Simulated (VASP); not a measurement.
# Sr (Fm-3m) in VASP: notebook, part 3 of 3

VASP 6.6.1. The steps go on from the part before.

## Step 5: Electric field gradients, LDA (volume scaled by 1.04)

INCAR

```
SYSTEM = Sr
PREC = Accurate ; ENCUT = 520
EDIFF = 1E-8 ; ISMEAR = -1
SIGMA = 0.08 ; LREAL = .False.
LASPH = .True. ; NELM = 100
ALGO = Normal ; ISIF = 2
LWAVE = .False. ; LCHARG = .False.
GGA = CA ; LEFG = .True.
NBANDS = 11
```

KPOINTS

```
Automatic mesh
0
Gamma
  10 10 10
  0 0 0
```

POSCAR

```
Sr
1.0
    0.0000000000      3.0823855122      3.0823855122
    3.0823855122      0.0000000000      3.0823855122
    3.0823855122      3.0823855122      0.0000000000
Sr
1
Direct
    0.0000000000      0.0000000000      0.0000000000
```

Potentials or basis: VASP PAW LDA potentials, release 64 (Sr_sv).

Launch:

```console
> cat potpaw_LDA.64/Sr_sv/POTCAR > POTCAR
> mpirun -np 1 vasp_std > vasp.out
```

OUTCAR:

```text
SYSTEM = Sr
   PREC = Accurate
   ENCUT = 520
   EDIFF = 1E-8
   ISMEAR = -1
   LREAL = .False.
   LASPH = .True.
   NELM = 100
   ISIF = 2
   GGA = CA

 ion  position               nearest neighbor table
   1  0.000  0.000  0.000-

  LATTYP: Found a face centered cubic cell.
 ALAT       =     6.1647710244

  Lattice vectors:

 A1 = (   0.0000000000,   3.0823855122,   3.0823855122)
 A2 = (   3.0823855122,   0.0000000000,   3.0823855122)
 A3 = (   3.0823855122,   3.0823855122,   0.0000000000)

Analysis of symmetry for initial positions (statically):
=====================================================================
 Subroutine PRICEL returns:
 Original cell was already a primitive cell.

 Routine SETGRP: Setting up the symmetry group for a
 face centered cubic supercell.

 Subroutine GETGRP returns: Found 48 space group operations
 (whereof 48 operations were pure point group operations)
 out of a pool of 48 trial point group operations.

The static configuration has the point symmetry O_h .

Analysis of symmetry for dynamics (positions and initial velocities):
=====================================================================
 Subroutine PRICEL returns:
 Original cell was already a primitive cell.

 Routine SETGRP: Setting up the symmetry group for a
 face centered cubic supercell.

 Subroutine GETGRP returns: Found 48 space group operations
 (whereof 48 operations were pure point group operations)
 out of a pool of 48 trial point group operations.

The dynamic configuration has the point symmetry O_h .

 Subroutine INISYM returns: Found 48 space group operations
 (whereof 48 operations are pure point group operations),
 and found     1 'primitive' translations

----------------------------------------------------------------------------------------

                                     Primitive cell

  volume of cell :      58.5721

  direct lattice vectors                    reciprocal lattice vectors
     0.000000000  3.082385512  3.082385512    -0.162212026  0.162212026  0.162212026
     3.082385512  0.000000000  3.082385512     0.162212026 -0.162212026  0.162212026
     3.082385512  3.082385512  0.000000000     0.162212026  0.162212026 -0.162212026

  length of vectors
     4.359151396  4.359151396  4.359151396     0.280959471  0.280959471  0.280959471

  position of ions in fractional coordinates (direct lattice)
     0.000000000  0.000000000  0.000000000

  ion indices of the primitive-cell ions
   primitive index   ion index
                 1           1

----------------------------------------------------------------------------------------

 KPOINTS: Automatic mesh

Automatic generation of k-mesh.
 Grid dimensions read from file:
 generate k-points for:   10   10   10

 Generating k-lattice:
[... 63 lines left out ...]
   LREAL  =      F    real-space projection
   EDIFFG = 0.1E-06   stopping-criterion for IOM
   NSW    =      0    number of steps for IOM
   IBRION =     -1    ionic relax: 0-MD 1-quasi-New 2-CG
   NFREE  =      0    steps in history (QN), initial steepest desc. (CG)
   ISIF   =      2    stress and relaxation
   ISYM   =      2    0-nonsym 1-usesym 2-fastsym
   POTIM  = 0.5000    time-step for ionic-motion
   TEBEG  =    0.0;   TEEND  =   0.0 temperature during run
   PSTRESS=    0.0 pullay stress
   NELECT =      10.0000    total number of electrons
   NUPDOWN=      -1.0000    fix difference up-down
   EMIN   =  10.00;   EMAX   =-10.00  energy-range for DOS
   EFERMI =   0.00;   METHOD = LEGACY
   ISMEAR =    -1;   SIGMA  =   0.08  broadening in eV -4-tet -1-fermi 0-gaus
   EFERMI_NEDOS =   21; number of points for ismear=-14 and -15
   IALGO  =     38    algorithm
   IMIX   =      4    mixing-type and parameters
     AMIX     =   0.40;   BMIX     =  1.00
     AMIX_MAG =   1.60;   BMIX_MAG =  1.00
  volume/ion in A,a.u.               =      58.57       395.26
  Fermi-wavevector in a.u.,A,eV,Ry     =   0.908192  1.716235 11.222269  0.824813
  Thomas-Fermi vector in A             =   2.032090
   LORBIT       =      0    0 simple, 1 ext, 2 COOP (PROOUT), +10 PAW based schemes
   GGA     = CA    functional components
   LHFCALC =     F    Hartree Fock is set to
   AEXX    =    0.0000 exact exchange contribution
   IVDW    =     0    specifies the selected vdW correction
   LEPSILON=     F    determine dielectric tensor
   LRPA    =     F    only Hartree local field effects (RPA)
 non-spin polarized calculation
  energy-cutoff  :      520.00
  volume of cell :       58.57
 maximum number of plane-waves:      1596
   NGX = 17   NGY = 17   NGZ = 17

 number of electron      10.0000000 magnetization

 Free energy of the ion-electron system (eV)
  ---------------------------------------------------
  ext. energy  EPLUGINS =         0.00000000
  ---------------------------------------------------
  free energy    TOTEN  =        -1.84410249 eV

  energy without entropy =       -1.81534752  energy(sigma->0) =       -1.82972500

 E-fermi :   1.2122     XC(G=0):  -7.3627

 val. band max:        1.1507193623   @ k =  -0.4000   0.3000   0.0000
 cond. band min:       1.2142364241   @ k =  -0.3000   0.5000   0.2000
 fundamental gap:      0.0635170618
 Fermi energy:         1.2121874319

 k-point     1 :       0.0000    0.0000    0.0000
  band No.  band energies     occupation
      1     -35.3735      2.00000
      2     -17.3659      2.00000
      3     -17.3659      2.00000
      4     -17.3659      2.00000
      5      -2.3515      2.00000
      6       3.3813      0.00000
      7       3.3813      0.00000
      8       3.3813      0.00000
      9       4.7330      0.00000
     10       4.7330      0.00000
     11       8.2007      0.00000
[... 309 lines left out ...]
 k-point    24 :       0.4000    0.3000    0.0000
  band No.  band energies     occupation
      1     -35.3622      2.00000
      2     -17.4879      2.00000
      3     -17.4161      2.00000
      4     -17.4112      2.00000
      5      -0.1546      2.00000
      6       1.8123      0.00110
      7       2.4809      0.00000
      8       4.4493      0.00000
      9       4.7733      0.00000
     10       5.6141      0.00000
     11       7.0783      0.00000

 [... further k-points ...]
[... 5 lines left out ...]
  --------------------------------------------------------------------------------------
  -------------------------------------------------------------------------------------
  Total       -0.6776829     -0.6776829     -0.6776829      0.0000000      0.0000000     -0.0000000
  in kB      -18.5372898    -18.5372898    -18.5372898      0.0000000      0.0000000     -0.0000000
  external PRESSURE =     -18.5372898 kB  Pullay stress =       0.0000000 kB

 VOLUME and BASIS-vectors are now :
 -----------------------------------------------------------------------------
  energy-cutoff  :      520.00
  volume of cell :       58.57
      direct lattice vectors                 reciprocal lattice vectors
     0.000000000  3.082385512  3.082385512    -0.162212026  0.162212026  0.162212026
     3.082385512  0.000000000  3.082385512     0.162212026 -0.162212026  0.162212026
     3.082385512  3.082385512  0.000000000     0.162212026  0.162212026 -0.162212026

 POSITION                                       TOTAL-FORCE (eV/Angst)
 -----------------------------------------------------------------------------------
      0.00000      0.00000      0.00000        -0.000000     -0.000000     -0.000000
 -----------------------------------------------------------------------------------
    total drift:                                0.000000      0.000000      0.000000

  FREE ENERGIE OF THE ION-ELECTRON SYSTEM (eV)
  ---------------------------------------------------
  free  energy   TOTEN  =        -1.8441024875 eV

  energy  without entropy=       -1.8153475172  energy(sigma->0) =       -1.82972500

 Electric field gradients (V/A^2)
---------------------------------------------------------------------
 ion       V_xx      V_yy      V_zz      V_xy      V_xz      V_yz
---------------------------------------------------------------------
   1      -0.000    -0.000     0.000    -0.000    -0.000    -0.000
---------------------------------------------------------------------

 Electric field gradients after diagonalization (V/A^2)
 (convention: |V_zz| > |V_xx| > |V_yy|)
----------------------------------------------------------------------
 ion       V_xx      V_yy      V_zz     asymmetry (V_yy - V_xx)/ V_zz
----------------------------------------------------------------------
   1       0.000     0.000    -0.000       0.000
----------------------------------------------------------------------

           NMR quadrupolar parameters

 Cq : quadrupolar parameter    Cq=e*Q*V_zz/h
 eta: asymmetry parameters     (V_yy - V_xx)/ V_zz
 Q  : nuclear electric quadrupole moment in mb (millibarn)
----------------------------------------------------------------------
 ion       Cq(MHz)       eta       Q (mb)
----------------------------------------------------------------------
   1      -0.000       0.000       1.000
----------------------------------------------------------------------
```

stdout:

```text
POSCAR found type information on POSCAR Sr
 POSCAR found :  1 types and       1 ions
 scaLAPACK will be used
 LDA part: xc-table for (Slater(with rela. corr.)+CA(PZ))
 , standard interpolation
 POSCAR, INCAR and KPOINTS ok, starting setup
 FFT: planning ... GRIDC
 FFT: planning ... GRID_SOFT
 FFT: planning ... GRID
 WAVECAR not read
 entering main loop
ion   1
```

It took 12 s on 1 thread of Intel Xeon Platinum 8375C at 2.90GHz (Ice Lake), shared host; peak memory 0.16 GiB.

Results:

```
Free energy            : -1.8441 eV
Pressure               : -1.9 GPa
Band gap on the k mesh : zero (band 5 reaches 1.28 eV, above the bottom of band 6 at 1.23 eV)
```

Levels at points of the mesh, in eV from the Fermi level:
```
           k point  band 2  band 3  band 4  band 5  band 6  band 7  band 8  band 9
(0.00, 0.00, 0.00)  -18.58  -18.58  -18.58   -3.56    2.17    2.17    2.17    3.52
(0.50, 0.00, 0.00)  -18.74  -18.60  -18.60   -1.14    0.06    2.04    2.04    4.49
(0.50, 0.50, 0.00)  -18.73  -18.64  -18.64   -0.60    0.34    0.97    4.49    4.77
```

Caveat: without QUAD_EFG the Cq values of the log hold for a quadrupole moment of 1 mb, not for the nuclei.

## Step 6: Electric field gradients, LDA (volume scaled by 1.04)

INCAR

```
  PREC = Accurate
  ENCUT = 520
  EDIFF = 1E-8
  ISMEAR = -1
  SIGMA = 0.08
  LREAL = F
  LASPH = T
  NELM = 100
  ALGO = Normal
  ISIF = 2
  LWAVE = F
  LCHARG = F
  GGA = CA
  LEFG = T
  NBANDS = 11
```

KPOINTS

```
Automatic mesh
0
Gamma
  10 10 10
```

POSCAR is that of step 5.

Potentials or basis: VASP PAW LDA potentials, release 64 (Sr_sv).

Launch:

```console
> cat potpaw_LDA.64/Sr_sv/POTCAR > POTCAR
> mpirun -np 1 vasp_std > vasp.out
```

OUTCAR:

```text
PREC = Accurate
   ENCUT = 520
   EDIFF = 1E-8
   ISMEAR = -1
   LREAL = F
   LASPH = T
   NELM = 100
   ISIF = 2
   GGA = CA

 ion  position               nearest neighbor table
   1  0.000  0.000  0.000-

  LATTYP: Found a face centered cubic cell.
 ALAT       =     6.1647710244

  Lattice vectors:

 A1 = (   0.0000000000,   3.0823855122,   3.0823855122)
 A2 = (   3.0823855122,   0.0000000000,   3.0823855122)
 A3 = (   3.0823855122,   3.0823855122,   0.0000000000)

Analysis of symmetry for initial positions (statically):
=====================================================================
 Subroutine PRICEL returns:
 Original cell was already a primitive cell.

 Routine SETGRP: Setting up the symmetry group for a
 face centered cubic supercell.

 Subroutine GETGRP returns: Found 48 space group operations
 (whereof 48 operations were pure point group operations)
 out of a pool of 48 trial point group operations.

The static configuration has the point symmetry O_h .

Analysis of symmetry for dynamics (positions and initial velocities):
=====================================================================
 Subroutine PRICEL returns:
 Original cell was already a primitive cell.

 Routine SETGRP: Setting up the symmetry group for a
 face centered cubic supercell.

 Subroutine GETGRP returns: Found 48 space group operations
 (whereof 48 operations were pure point group operations)
 out of a pool of 48 trial point group operations.

The dynamic configuration has the point symmetry O_h .

 Subroutine INISYM returns: Found 48 space group operations
 (whereof 48 operations are pure point group operations),
 and found     1 'primitive' translations
[... 149 lines left out ...]
      1     -35.3735      2.00000
      2     -17.3659      2.00000
      3     -17.3659      2.00000
      4     -17.3659      2.00000
      5      -2.3515      2.00000
      6       3.3813      0.00000
      7       3.3813      0.00000
      8       3.3813      0.00000
      9       4.7330      0.00000
     10       4.7330      0.00000
     11       8.2007      0.00000
[... 309 lines left out ...]
 k-point    24 :       0.4000    0.3000    0.0000
  band No.  band energies     occupation
      1     -35.3622      2.00000
      2     -17.4879      2.00000
      3     -17.4161      2.00000
      4     -17.4112      2.00000
      5      -0.1546      2.00000
      6       1.8123      0.00110
      7       2.4809      0.00000
      8       4.4493      0.00000
      9       4.7733      0.00000
     10       5.6141      0.00000
     11       7.0783      0.00000

 [... further k-points ...]
[... 5 lines left out ...]
  --------------------------------------------------------------------------------------
  -------------------------------------------------------------------------------------
  Total       -0.6776829     -0.6776829     -0.6776829      0.0000000      0.0000000     -0.0000000
  in kB      -18.5372898    -18.5372898    -18.5372898      0.0000000      0.0000000     -0.0000000
  external PRESSURE =     -18.5372898 kB  Pullay stress =       0.0000000 kB

 VOLUME and BASIS-vectors are now :
 -----------------------------------------------------------------------------
  energy-cutoff  :      520.00
  volume of cell :       58.57
      direct lattice vectors                 reciprocal lattice vectors
     0.000000000  3.082385512  3.082385512    -0.162212026  0.162212026  0.162212026
     3.082385512  0.000000000  3.082385512     0.162212026 -0.162212026  0.162212026
     3.082385512  3.082385512  0.000000000     0.162212026  0.162212026 -0.162212026

 POSITION                                       TOTAL-FORCE (eV/Angst)
 -----------------------------------------------------------------------------------
      0.00000      0.00000      0.00000        -0.000000     -0.000000     -0.000000
 -----------------------------------------------------------------------------------
    total drift:                                0.000000      0.000000      0.000000

  FREE ENERGIE OF THE ION-ELECTRON SYSTEM (eV)
  ---------------------------------------------------
  free  energy   TOTEN  =        -1.8441024875 eV

  energy  without entropy=       -1.8153475172  energy(sigma->0) =       -1.82972500

 Electric field gradients (V/A^2)
---------------------------------------------------------------------
 ion       V_xx      V_yy      V_zz      V_xy      V_xz      V_yz
---------------------------------------------------------------------
   1      -0.000    -0.000     0.000    -0.000    -0.000    -0.000
---------------------------------------------------------------------

 Electric field gradients after diagonalization (V/A^2)
 (convention: |V_zz| > |V_xx| > |V_yy|)
----------------------------------------------------------------------
 ion       V_xx      V_yy      V_zz     asymmetry (V_yy - V_xx)/ V_zz
----------------------------------------------------------------------
   1       0.000     0.000    -0.000       0.000
----------------------------------------------------------------------

           NMR quadrupolar parameters

 Cq : quadrupolar parameter    Cq=e*Q*V_zz/h
 eta: asymmetry parameters     (V_yy - V_xx)/ V_zz
 Q  : nuclear electric quadrupole moment in mb (millibarn)
----------------------------------------------------------------------
 ion       Cq(MHz)       eta       Q (mb)
----------------------------------------------------------------------
   1      -0.000       0.000       1.000
----------------------------------------------------------------------
```

It took 12 s on 1 thread of Intel Xeon Platinum 8375C at 2.90GHz (Ice Lake), shared host; peak memory 0.17 GiB.

Results:

```yaml
Free_energy: -1.8441 eV
Pressure: -1.9 GPa
Band_gap_on_the_k_mesh: zero (band 5 reaches 1.28 eV, above the bottom of band 6 at 1.23 eV)
```

Caveat: without QUAD_EFG the Cq values of the log hold for a quadrupole moment of 1 mb, not for the nuclei.

## Step 7: Summary

```tsv
cell	gap on the mesh (eV)	pressure (GPa)
a = 4.274 Å, angles 60.0°, 1 atom	none	-1.4
a = 4.317 Å, angles 60.0°, 1 atom	none	-1.6
a = 4.359 Å, angles 60.0°, 1 atom	none	-1.9
```

Alike in all rows: task electric field gradients; level LDA; potentials or basis VASP PAW LDA potentials, release 64 (Sr_sv); no spin polarisation; k mesh 10 × 10 × 10; cutoff (eV) 520; smearing fermi-dirac 0.08 eV.

Absolute energies hang on the potentials; compare differences alone.
